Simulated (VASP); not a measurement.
# AlNi (Pm-3m) in VASP: notebook, part 2 of 2

VASP 6.6.1. The steps go on from the part before.

### 5 Single point, PBE, collinear spin, ferromagnetic start

INCAR

```
SYSTEM = AlNi
ALGO = Normal ; EDIFF = 1E-6
ENCUT = 520 ; GGA = PE
ISIF = 2 ; ISMEAR = 0
ISPIN = 2 ; LASPH = .True.
LCHARG = .False. ; LMAXMIX = 4
LORBIT = 11 ; LREAL = .False.
LWAVE = .False. ; MAGMOM = 1 0
NBANDS = 18 ; NELM = 150
PREC = Accurate ; SIGMA = 0.026000000000000002
```

KPOINTS

```
k-points
0
Gamma
  9 9 9
  0 0 0
```

POSCAR

```
AlNi
1.0
    2.8810000000      0.0000000000      0.0000000000
    0.0000000000      2.8810000000      0.0000000000
    0.0000000000      0.0000000000      2.8810000000
Ni Al
1 1
Direct
    0.5000000000      0.5000000000      0.5000000000
    0.0000000000      0.0000000000      0.0000000000
```

Potentials or basis: VASP PAW PBE potentials, release 64 (Ni, Al).

Run with:

```sh
$ cat potpaw_PBE.64/Ni/POTCAR potpaw_PBE.64/Al/POTCAR > POTCAR
$ mpirun -np 1 vasp_std > vasp.out
```

OUTCAR:

```text
SYSTEM = AlNi
   EDIFF = 1E-6
   ENCUT = 520
   GGA = PE
   ISIF = 2
   ISMEAR = 0
   ISPIN = 2
   LASPH = .True.
   LORBIT = 11
   LREAL = .False.
   NELM = 150
   PREC = Accurate

 ion  position               nearest neighbor table
   1  0.500  0.500  0.500-   2 2.50   2 2.50   2 2.50   2 2.50   2 2.50   2 2.50   2 2.50   2 2.50

   2  0.000  0.000  0.000-   1 2.50   1 2.50   1 2.50   1 2.50   1 2.50   1 2.50   1 2.50   1 2.50

  LATTYP: Found a simple cubic cell.
 ALAT       =     2.8810000000

  Lattice vectors:

 A1 = (   2.8810000000,   0.0000000000,   0.0000000000)
 A2 = (   0.0000000000,   2.8810000000,   0.0000000000)
 A3 = (   0.0000000000,   0.0000000000,   2.8810000000)

Analysis of symmetry for initial positions (statically):
=====================================================================
 Subroutine PRICEL returns:
 Original cell was already a primitive cell.

 Routine SETGRP: Setting up the symmetry group for a
 simple cubic supercell.

 Subroutine GETGRP returns: Found 48 space group operations
 (whereof 48 operations were pure point group operations)
 out of a pool of 48 trial point group operations.

The static configuration has the point symmetry O_h .

Analysis of symmetry for dynamics (positions and initial velocities):
=====================================================================
 Subroutine PRICEL returns:
 Original cell was already a primitive cell.

 Routine SETGRP: Setting up the symmetry group for a
 simple cubic supercell.

 Subroutine GETGRP returns: Found 48 space group operations
 (whereof 48 operations were pure point group operations)
 out of a pool of 48 trial point group operations.

The dynamic configuration has the point symmetry O_h .

Analysis of structural, dynamic, and magnetic symmetry:
=====================================================================
 Subroutine PRICEL returns:
 Original cell was already a primitive cell.

 Routine SETGRP: Setting up the symmetry group for a
 simple cubic supercell.

 Subroutine GETGRP returns: Found 48 space group operations
 (whereof 48 operations were pure point group operations)
 out of a pool of 48 trial point group operations.

The overall configuration has the point symmetry O_h .

 Subroutine INISYM returns: Found 48 space group operations
 (whereof 48 operations are pure point group operations),
 and found     1 'primitive' translations

----------------------------------------------------------------------------------------

                                     Primitive cell

  volume of cell :      23.9128

  direct lattice vectors                    reciprocal lattice vectors
     2.881000000  0.000000000  0.000000000     0.347101701  0.000000000  0.000000000
     0.000000000  2.881000000  0.000000000     0.000000000  0.347101701  0.000000000
     0.000000000  0.000000000  2.881000000     0.000000000  0.000000000  0.347101701

  length of vectors
     2.881000000  2.881000000  2.881000000     0.347101701  0.347101701  0.347101701

  position of ions in fractional coordinates (direct lattice)
     0.500000000  0.500000000  0.500000000
     0.000000000  0.000000000  0.000000000

  ion indices of the primitive-cell ions
   primitive index   ion index
                 1           1
                 2           2

[... 62 lines left out ...]
   PREC   = accura    normal or accurate (medium, high low for compatibility)
   ISTART =      0    job   : 0-new  1-cont  2-samecut
   ICHARG =      2    charge: 1-file 2-atom 10-const
   ISPIN  =      2    spin polarized calculation?
   LNONCOLLINEAR =      F non collinear calculations
   LSORBIT =      F    spin-orbit coupling
   LASPH  =      T    aspherical Exc in radial PAW
   ENCUT  =  520.0 eV  38.22 Ry    6.18 a.u.   5.36  5.36  5.36*2*pi/ulx,y,z
   NELM   =    150;   NELMIN=  2; NELMDL= -5     # of ELM steps
   EDIFF  = 0.1E-05   stopping-criterion for ELM
   LREAL  =      F    real-space projection
   EDIFFG = 0.1E-04   stopping-criterion for IOM
   NSW    =      0    number of steps for IOM
   IBRION =     -1    ionic relax: 0-MD 1-quasi-New 2-CG
   NFREE  =      0    steps in history (QN), initial steepest desc. (CG)
   ISIF   =      2    stress and relaxation
   ISYM   =      2    0-nonsym 1-usesym 2-fastsym
   POTIM  = 0.5000    time-step for ionic-motion
   TEBEG  =    0.0;   TEEND  =   0.0 temperature during run
   PSTRESS=    0.0 pullay stress
   NELECT =      13.0000    total number of electrons
   NUPDOWN=      -1.0000    fix difference up-down
   EMIN   =  10.00;   EMAX   =-10.00  energy-range for DOS
   EFERMI =   0.00;   METHOD = LEGACY
   ISMEAR =     0;   SIGMA  =   0.03  broadening in eV -4-tet -1-fermi 0-gaus
   EFERMI_NEDOS =   21; number of points for ismear=-14 and -15
   IALGO  =     38    algorithm
   IMIX   =      4    mixing-type and parameters
     AMIX     =   0.40;   BMIX     =  1.00
     AMIX_MAG =   1.60;   BMIX_MAG =  1.00
  volume/ion in A,a.u.               =      11.96        80.69
  Fermi-wavevector in a.u.,A,eV,Ry     =   1.336122  2.524904 24.289410  1.785221
  Thomas-Fermi vector in A             =   2.464773
   LORBIT       =     11    0 simple, 1 ext, 2 COOP (PROOUT), +10 PAW based schemes
   GGA     = PE    functional components
   LHFCALC =     F    Hartree Fock is set to
   AEXX    =    0.0000 exact exchange contribution
   IVDW    =     0    specifies the selected vdW correction
   LEPSILON=     F    determine dielectric tensor
   LRPA    =     F    only Hartree local field effects (RPA)
 spin polarized calculation
 Gauss-broadening in eV      SIGMA  =   0.03
  energy-cutoff  :      520.00
  volume of cell :       23.91
 maximum number of plane-waves:       656
 NGX is ok and might be reduce to    24
   NGX = 11   NGY = 11   NGZ = 11

 number of electron      13.0000015 magnetization      -0.0022745

 number of electron      13.0000015 magnetization       0.0002692

 Free energy of the ion-electron system (eV)
  ---------------------------------------------------
  ext. energy  EPLUGINS =         0.00000000
  ---------------------------------------------------
  free energy    TOTEN  =       -10.53309366 eV

  energy without entropy =      -10.53303277  energy(sigma->0) =      -10.53306321

 E-fermi :  10.0338     XC(G=0): -12.0490

 val. band max:        9.9608766946   @ k =   0.3333   0.3333   0.0000
 cond. band min:      10.0710656119   @ k =   0.3333   0.1111   0.1111
 fundamental gap:      0.1101889174
 Fermi energy:        10.0337514214

 spin component 1

 k-point     1 :       0.0000    0.0000    0.0000
  band No.  band energies     occupation
      1      -1.1119      1.00000
      2       6.7884      1.00000
      3       6.7884      1.00000
      4       8.4710      1.00000
      5       8.4710      1.00000
      6       8.4710      1.00000
[... 493 lines left out ...]
     17      32.6025      0.00000
     18      36.4540      0.00000

 [... further k-points ...]

 spin component 2

 k-point     1 :       0.0000    0.0000    0.0000
  band No.  band energies     occupation
      1      -1.1119      1.00000
      2       6.7887      1.00000
      3       6.7887      1.00000
      4       8.4711      1.00000
      5       8.4711      1.00000
      6       8.4711      1.00000
[... 493 lines left out ...]
     17      32.6026      0.00000
     18      36.4541      0.00000

 [... further k-points ...]
[... 5 lines left out ...]
  --------------------------------------------------------------------------------------
  -------------------------------------------------------------------------------------
  Total        0.2838102      0.2838102      0.2838102     -0.0000000     -0.0000000      0.0000000
  in kB       19.0155437     19.0155437     19.0155437     -0.0000000     -0.0000000      0.0000000
  external PRESSURE =      19.0155437 kB  Pullay stress =       0.0000000 kB

 VOLUME and BASIS-vectors are now :
 -----------------------------------------------------------------------------
  energy-cutoff  :      520.00
  volume of cell :       23.91
      direct lattice vectors                 reciprocal lattice vectors
     2.881000000  0.000000000  0.000000000     0.347101701  0.000000000  0.000000000
     0.000000000  2.881000000  0.000000000     0.000000000  0.347101701  0.000000000
     0.000000000  0.000000000  2.881000000     0.000000000  0.000000000  0.347101701

 POSITION                                       TOTAL-FORCE (eV/Angst)
 -----------------------------------------------------------------------------------
      1.44050      1.44050      1.44050         0.000000      0.000000      0.000000
      0.00000      0.00000      0.00000         0.000000      0.000000      0.000000
 -----------------------------------------------------------------------------------
    total drift:                                0.000000      0.000000     -0.000000

  FREE ENERGIE OF THE ION-ELECTRON SYSTEM (eV)
  ---------------------------------------------------
  free  energy   TOTEN  =       -10.5330936620 eV

  energy  without entropy=      -10.5330327655  energy(sigma->0) =      -10.53306321

 total charge

# of ion       s       p       d       tot
------------------------------------------
    1        0.475   0.518   8.471   9.464
    2        0.384   0.413   0.000   0.797
--------------------------------------------------
tot          0.859   0.931   8.471  10.261

 magnetization (x)

# of ion       s       p       d       tot
------------------------------------------
    1        0.000  -0.000   0.000   0.000
    2        0.000   0.000   0.000   0.000
--------------------------------------------------
tot          0.000  -0.000   0.000   0.000
```

OSZICAR:

```text
N       E                     dE             d eps       ncg     rms          rms(c)
DAV:   1     0.470830633767E+02    0.47083E+02   -0.52999E+03  2552   0.798E+02
DAV:   2    -0.916257895731E+01   -0.56246E+02   -0.49576E+02  2714   0.163E+02
DAV:   3    -0.118856049624E+02   -0.27230E+01   -0.26570E+01  2994   0.368E+01
DAV:   4    -0.119215181318E+02   -0.35913E-01   -0.35878E-01  2946   0.376E+00
DAV:   5    -0.119223303231E+02   -0.81219E-03   -0.81214E-03  3040   0.616E-01    0.124E+01
DAV:   6    -0.140001640910E+02   -0.20778E+01   -0.41767E+01  2864   0.752E+01    0.165E+01
DAV:   7    -0.105557162238E+02    0.34444E+01   -0.12826E+01  2806   0.445E+01    0.136E+00
DAV:   8    -0.105458619119E+02    0.98543E-02   -0.27127E-01  3320   0.476E+00    0.107E+00
DAV:   9    -0.105303321198E+02    0.15530E-01   -0.50357E-02  3152   0.211E+00    0.699E-01
DAV:  10    -0.105319204127E+02   -0.15883E-02   -0.12146E-03  3270   0.352E-01    0.473E-01
DAV:  11    -0.105331301487E+02   -0.12097E-02   -0.19053E-03  3050   0.411E-01    0.162E-01
DAV:  12    -0.105327590236E+02    0.37113E-03   -0.96727E-04  3568   0.272E-01    0.214E-01
DAV:  13    -0.105330538246E+02   -0.29480E-03   -0.19577E-04  2992   0.133E-01    0.818E-02
DAV:  14    -0.105330918798E+02   -0.38055E-04   -0.52662E-05  3456   0.679E-02    0.132E-02
DAV:  15    -0.105330933334E+02   -0.14535E-05   -0.16188E-06  2156   0.953E-03    0.758E-03
DAV:  16    -0.105330936620E+02   -0.32868E-06   -0.38394E-07  1356   0.482E-03
   1 F= -.10533094E+02 E0= -.10533063E+02  d E =-.608966E-04  mag=     0.0001
```

Wall time 40 s (1 thread of Intel Xeon 8259CL, shared host); peak memory 0.16 GiB.

Results:

```yaml
Free_energy: -10.5331 eV
Pressure: 1.9 GPa
Net_moment: 0.00 μB per cell
Valence_electrons_inside_the_program's_atomic_spheres: Ni 9.46; Al 0.80
```

### 6 Summary

```csv
smearing,gap on the mesh (eV),pressure (GPa),moment (μB)
gaussian 0.017 eV,none,1.9,0.00
gaussian 0.019 eV,none,1.9,0.00
gaussian 0.021 eV,none,1.9,0.00
gaussian 0.026 eV,none,1.9,0.00
```

Alike in all rows: task single point; level PBE; potentials or basis VASP PAW PBE potentials, release 64 (Ni, Al); spin collinear, ferromagnetic start; cell as given; k mesh 9 × 9 × 9; cutoff (eV) 520.

Every run on the cell as given and a fine mesh finds a metal.

Absolute energies hang on the potentials; compare differences alone.
